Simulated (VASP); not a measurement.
# Te2Mo (Cm) in VASP: single point with PBE+D3(BJ)

Aim: the single point of Te2Mo with PBE+D3(BJ).

All numbers are computed with VASP 6.6.1; they aren't measurements. Logs are shortened: lines on timing, memory, paths and dates and some standing lists are left out, and cuts for length are marked.

## 1. The cell of the first run

It takes space group Cm (No. 8, monoclinic). The conventional cell has a = 6.054 Å, b = 3.495 Å, c = 15.301 Å, α = 90.00°, β = 101.41°, γ = 90.00°. Within 3.6 Å of Te (site symmetry m) lie 3 Mo at 2.72 Å and 6 Te at 3.50 Å. Te (site symmetry m) has 3 Mo at 2.72 Å and 6 Te at 3.50 Å within 3.6 Å. Within 2.5 Å of Te (site symmetry m) lie 1 Mo at 1.87 Å. Within 3.6 Å of Te (site symmetry m) lie 3 Mo at 2.72 Å and 6 Te at 3.50 Å. Mo (site symmetry m) has 6 Te at 2.72 Å and 6 Mo at 3.50 Å within 3.6 Å. Within 2.5 Å of Mo (site symmetry m) lie 1 Te at 1.87 Å.

## 2. Single point, PBE+D3(BJ)

Input file INCAR:

```
ALGO = Normal
EDIFF = 1E-6
ENCUT = 520
GGA = PE
ISIF = 2
ISMEAR = 0
ISYM = 0
IVDW = 12
LASPH = True
LCHARG = False
LREAL = False
LWAVE = False
NBANDS = 35
NELM = 100
PREC = Accurate
SIGMA = 0.05
```

Input file KPOINTS:

```
k-points
0
Gamma
  9 9 2
```

Input file POSCAR:

```
Te2Mo
1.0
   -3.4951585384      0.0000000000      0.0000000000
   -1.7475792692     -3.0268960845      0.0000000000
   -1.7475792692      0.0000000000     14.9991234651
Te Mo
4 2
Direct
    0.1701290350      0.3333333333      0.3264085967
   -0.0840378752      0.3333333333      0.8347424170
    0.3030149463      0.3333333333      0.0606367741
    0.0488480361      0.3333333333      0.5689705944
   -0.2238447978      0.0000000000      0.4476895956
   -0.4780117079      0.0000000000      0.9560234159
```

Potentials or basis: VASP PAW PBE potentials, release 64 (Te, Mo_sv).

Started as:

```
cat potpaw_PBE.64/Te/POTCAR potpaw_PBE.64/Mo_sv/POTCAR > POTCAR
mpirun -np 1 vasp_std > vasp.out
```

OUTCAR:

```text
EDIFF = 1E-6
   ENCUT = 520
   GGA = PE
   ISIF = 2
   ISMEAR = 0
   ISYM = 0
   IVDW = 12
   LASPH = True
   LREAL = False
   NELM = 100
   PREC = Accurate
 IVDW          = 12

 ion  position               nearest neighbor table
   1  0.170  0.333  0.326-   5 2.72   5 2.72   5 2.72   4 3.64
   2  0.916  0.333  0.835-   6 2.72   6 2.72   6 2.72
   3  0.303  0.333  0.061-   6 1.87   6 3.10   6 3.10
   4  0.049  0.333  0.569-   5 2.72   5 2.72   5 2.72   1 3.64
   5  0.776  0.000  0.448-   4 2.72   4 2.72   4 2.72   1 2.72   1 2.72   1 2.72
   6  0.522  0.000  0.956-   3 1.87   2 2.72   2 2.72   2 2.72   3 3.10   3 3.10

IMPORTANT INFORMATION: All symmetrisations will be switched off!
NOSYMM: (Re-)initialisation of all symmetry stuff for point group C_1.

----------------------------------------------------------------------------------------

                                     Primitive cell

  volume of cell :     158.6830

  direct lattice vectors                    reciprocal lattice vectors
    -3.495158538  0.000000000  0.000000000    -0.286110055  0.165185717 -0.033335281
    -1.747579269 -3.026896085  0.000000000     0.000000000 -0.330371434  0.000000000
    -1.747579269  0.000000000 14.999123465     0.000000000  0.000000000  0.066670563

  length of vectors
     3.495158538  3.495158538 15.100587340     0.332048980  0.330371434  0.066670563

  position of ions in fractional coordinates (direct lattice)
     0.170129035  0.333333333  0.326408597
     0.915962125  0.333333333  0.834742417
     0.303014946  0.333333333  0.060636774
     0.048848036  0.333333333  0.568970594
     0.776155202  0.000000000  0.447689596
     0.521988292  0.000000000  0.956023416

  ion indices of the primitive-cell ions
   primitive index   ion index
                 1           1
                 2           2
                 3           3
                 4           4
                 5           5
                 6           6

----------------------------------------------------------------------------------------

 KPOINTS: k-points

Automatic generation of k-mesh.
 Grid dimensions read from file:
 generate k-points for:    9    9    2

 Generating k-lattice:

  Cartesian coordinates                     Fractional coordinates (reciprocal lattice)
    -0.031790006  0.018353969 -0.003703920     0.111111111  0.000000000  0.000000000
     0.000000000 -0.036707937  0.000000000     0.000000000  0.111111111  0.000000000
     0.000000000  0.000000000  0.033335281     0.000000000  0.000000000  0.500000000

  Length of vectors
     0.036894331  0.036707937  0.033335281

  Shift w.r.t. Gamma in fractional coordinates (k-lattice)
     0.000000000  0.000000000  0.000000000

 -----------------------------------------------------------------------------
|                                                                             |
|           W    W    AA    RRRRR   N    N  II  N    N   GGGG   !!!           |
|           W    W   A  A   R    R  NN   N  II  NN   N  G    G  !!!           |
|           W    W  A    A  R    R  N N  N  II  N N  N  G       !!!           |
|           W WW W  AAAAAA  RRRRR   N  N N  II  N  N N  G  GGG   !            |
|           WW  WW  A    A  R   R   N   NN  II  N   NN  G    G                |
|           W    W  A    A  R    R  N    N  II  N    N   GGGG   !!!           |
|                                                                             |
|     Your reciprocal lattice and k-lattice belong to different lattice       |
|     classes:                                                                |
|                                                                             |
|        The reciprocal lattice is body-centered orthorhombic,                |
|        whereas your k-lattice is base-centered monoclinic.                  |
|                                                                             |
|     Results are often still useful ...                                      |
|                                                                             |
 -----------------------------------------------------------------------------

 WARNING: IBZKPT: internal override: KBLOWUP is changed to .FALSE.
      ... skipping the blow-up phase ...

 Subroutine IBZKPT returns following result:
 ===========================================

 Found     82 irreducible k-points:

 Following reciprocal coordinates:
            Coordinates               Weight
  0.000000  0.000000  0.000000      1.000000
  0.111111  0.000000  0.000000      2.000000
  0.222222  0.000000  0.000000      2.000000
  0.333333  0.000000 -0.000000      2.000000
  0.444444  0.000000  0.000000      2.000000
  0.000000  0.111111  0.000000      2.000000
[... 16 lines left out ...]
 -0.111111  0.222222 -0.000000      2.000000
  0.000000  0.333333  0.000000      2.000000
 [... further k-points ...]
   k-points           NKPTS =     82   k-points in BZ     NKDIM =     82   number of bands    NBANDS=     35
   number of dos      NEDOS =    301   number of ions     NIONS =      6
   total plane-waves  NPLWV =  87808
   dimension x,y,z NGX =    28 NGY =   28 NGZ =  112
   dimension x,y,z NGXF=    56 NGYF=   56 NGZF=  224
   ions per type =               4   2
   NGX,Y,Z   is equivalent  to a cutoff of  13.32, 13.32, 12.33 a.u.
   NGXF,Y,Z  is equivalent  to a cutoff of  26.64, 26.64, 24.66 a.u.
 SYSTEM =  unknown system
   PREC   = accura    normal or accurate (medium, high low for compatibility)
   ISTART =      0    job   : 0-new  1-cont  2-samecut
   ICHARG =      2    charge: 1-file 2-atom 10-const
   ISPIN  =      1    spin polarized calculation?
   LNONCOLLINEAR =      F non collinear calculations
   LSORBIT =      F    spin-orbit coupling
   LASPH  =      T    aspherical Exc in radial PAW
   ENCUT  =  520.0 eV  38.22 Ry    6.18 a.u.   6.50  6.50 28.08*2*pi/ulx,y,z
   NELM   =    100;   NELMIN=  2; NELMDL= -5     # of ELM steps
   EDIFF  = 0.1E-05   stopping-criterion for ELM
   LREAL  =      F    real-space projection
   EDIFFG = 0.1E-04   stopping-criterion for IOM
   NSW    =      0    number of steps for IOM
   IBRION =     -1    ionic relax: 0-MD 1-quasi-New 2-CG
   NFREE  =      0    steps in history (QN), initial steepest desc. (CG)
   ISIF   =      2    stress and relaxation
   ISYM   =      0    0-nonsym 1-usesym 2-fastsym
   POTIM  = 0.5000    time-step for ionic-motion
   TEBEG  =    0.0;   TEEND  =   0.0 temperature during run
   PSTRESS=    0.0 pullay stress
   NELECT =      52.0000    total number of electrons
   NUPDOWN=      -1.0000    fix difference up-down
   EMIN   =  10.00;   EMAX   =-10.00  energy-range for DOS
   EFERMI =   0.00;   METHOD = LEGACY
   ISMEAR =     0;   SIGMA  =   0.05  broadening in eV -4-tet -1-fermi 0-gaus
   EFERMI_NEDOS =   21; number of points for ismear=-14 and -15
   IALGO  =     38    algorithm
   IMIX   =      4    mixing-type and parameters
     AMIX     =   0.40;   BMIX     =  1.00
     AMIX_MAG =   1.60;   BMIX_MAG =  1.00
  volume/ion in A,a.u.               =      26.45       178.47
  Fermi-wavevector in a.u.,A,eV,Ry     =   1.128667  2.132871 17.332317  1.273889
  Thomas-Fermi vector in A             =   2.265358
   LORBIT       =      0    0 simple, 1 ext, 2 COOP (PROOUT), +10 PAW based schemes
   GGA     = PE    functional components
   LHFCALC =     F    Hartree Fock is set to
   AEXX    =    0.0000 exact exchange contribution
   IVDW    =    12    specifies the selected vdW correction
   LEPSILON=     F    determine dielectric tensor
   LRPA    =     F    only Hartree local field effects (RPA)
 non-spin polarized calculation
 Gauss-broadening in eV      SIGMA  =   0.05
  energy-cutoff  :      520.00
  volume of cell :      158.68
 maximum number of plane-waves:      4331
 NGX is ok and might be reduce to    28
   NGX = 13   NGY = 13   NGZ = 55

 number of electron      52.0000000 magnetization

 Free energy of the ion-electron system (eV)
  ---------------------------------------------------
  ext. energy  EPLUGINS =         0.00000000
  ---------------------------------------------------
  free energy    TOTEN  =       -25.95149201 eV

  energy without entropy =      -25.94804520  energy(sigma->0) =      -25.94976860

 E-fermi :   8.0837     XC(G=0):  -9.9302

 val. band max:        8.0732669161   @ k =   0.4444   0.2222   0.0000
 cond. band min:       8.0852054877   @ k =  -0.3333   0.3333   0.0000
 fundamental gap:      0.0119385715
 Fermi energy:         8.0836958066

 k-point     1 :       0.0000    0.0000    0.0000
  band No.  band energies     occupation
      1     -53.2550      2.00000
      2     -53.1989      2.00000
      3     -28.4210      2.00000
      4     -27.4407      2.00000
      5     -27.2854      2.00000
      6     -27.2850      2.00000
[... 27 lines left out ...]
     34      11.1205      0.00000
     35      12.9911      0.00000

 k-point     2 :       0.1111    0.0000    0.0000
  band No.  band energies     occupation
      1     -53.2537      2.00000
      2     -53.1975      2.00000
      3     -28.4208      2.00000
      4     -27.4371      2.00000
      5     -27.3014      2.00000
      6     -27.2891      2.00000
[... 27 lines left out ...]
     34      10.8725      0.00000
     35      13.3563      0.00000

 k-point     3 :       0.2222    0.0000    0.0000
  band No.  band energies     occupation
      1     -53.2505      2.00000
      2     -53.1940      2.00000
      3     -28.4203      2.00000
      4     -27.4280      2.00000
      5     -27.3427      2.00000
      6     -27.2987      2.00000
[... 27 lines left out ...]
     34      10.9553      0.00000
     35      13.5052      0.00000
[... 723 lines left out ...]
 k-point    23 :      -0.1111    0.2222   -0.0000
  band No.  band energies     occupation
      1     -53.2481      2.00000
      2     -53.1905      2.00000
      3     -28.4322      2.00000
      4     -27.4211      2.00000
      5     -27.3695      2.00000
      6     -27.3106      2.00000
[... 27 lines left out ...]
     34      11.0951      0.00000
     35      13.7309      0.00000

 k-point    24 :       0.0000    0.3333    0.0000
  band No.  band energies     occupation
      1     -53.2469      2.00000
      2     -53.1888      2.00000
      3     -28.4378      2.00000
      4     -27.4177      2.00000
      5     -27.3894      2.00000
      6     -27.3093      2.00000
[... 27 lines left out ...]
     34      11.2718      0.00000
     35      12.6578      0.00000

 [... further k-points ...]

------------------------ aborting loop because EDIFF is reached ----------------------------------------

 Edisp (eV)   -3.05437

 E8    (eV) :    -1.4111

  FORCE on cell =-STRESS in cart. coord.  units (eV):
  Direction    XX          YY          ZZ          XY          YZ          ZX
  --------------------------------------------------------------------------------------
  -------------------------------------------------------------------------------------
  Total      -0.47567    21.87985    52.33004    -0.00010   -34.38586    -0.00004
  in kB      -4.80268   220.91470   528.36180    -0.00104  -347.18439    -0.00039
  external pressure =      248.16 kB  Pullay stress =        0.00 kB

 VOLUME and BASIS-vectors are now :
 -----------------------------------------------------------------------------
  energy-cutoff  :      520.00
  volume of cell :      158.68
      direct lattice vectors                 reciprocal lattice vectors
    -3.495158538  0.000000000  0.000000000    -0.286110055  0.165185717 -0.033335281
    -1.747579269 -3.026896085  0.000000000     0.000000000 -0.330371434  0.000000000
    -1.747579269  0.000000000 14.999123465     0.000000000  0.000000000  0.066670563

 POSITION                                       TOTAL-FORCE (eV/Angst)
 -----------------------------------------------------------------------------------
     -1.74758     -1.00897      4.89584        -0.000159      0.016348     -0.036336
     -5.24274     -1.00897     12.52040        -0.000030      0.744416     -0.752595
     -1.74758     -1.00897      0.90950         0.000159    -21.180259     32.687349
     -1.74758     -1.00897      8.53406         0.000065     -0.002017      0.039446
     -3.49516      0.00000      6.71495         0.000072      0.010138      0.042430
     -3.49516      0.00000     14.33951        -0.000107     20.411374    -31.980293
 -----------------------------------------------------------------------------------
    total drift:                                0.000127     -0.001249     -0.000071

  FREE ENERGIE OF THE ION-ELECTRON SYSTEM (eV)
  ---------------------------------------------------
  free  energy   TOTEN  =       -29.0058585949 eV

  energy  without entropy=      -29.0024117832  energy(sigma->0) =      -29.00413519
```

Wall time 8.7 min (1 thread of AMD EPYC 9R45 (Zen 5), shared host); peak memory 0.52 GiB.

Results:

```yaml
Free_energy: -29.0059 eV
Pressure: 24.8 GPa
Largest_force: 38.950 eV/Å
Band_gap_on_the_k_mesh: zero (band 26 reaches 8.12 eV, above the bottom of band 27 at 8.07 eV)
Dispersion_energy_per_atom: -0.509 eV
```

Forces on the atoms (eV/Å):
```
Te    0.000   0.016  -0.036
Te    0.000   0.744  -0.753
Te    0.000 -21.180  32.687
Te    0.000  -0.002   0.039
Mo    0.000   0.010   0.042
Mo    0.000  20.411 -31.980
```

Levels at points of the mesh, in eV from the Fermi level:
| k point | band 22 | band 23 | band 24 | band 25 | band 26 | band 27 | band 28 | band 29 | band 30 | band 31 |
| --- | --- | --- | --- | --- | --- | --- | --- | --- | --- | --- |
| (0.00, 0.00, 0.00) | -1.51 | -1.51 | -1.32 | -1.28 | -0.63 | 2.04 | 2.35 | 2.52 | 2.52 | 2.65 |
| (0.00, 0.00, 0.50) | -1.81 | -1.51 | -1.51 | -1.08 | -0.61 | 2.03 | 2.35 | 2.51 | 2.54 | 2.70 |

Caveat: spin-orbit coupling is left out, which moves the levels of the heavy elements; forces of over 1 eV/Å act on the atoms, so gaps and moduli don't describe the material at rest.
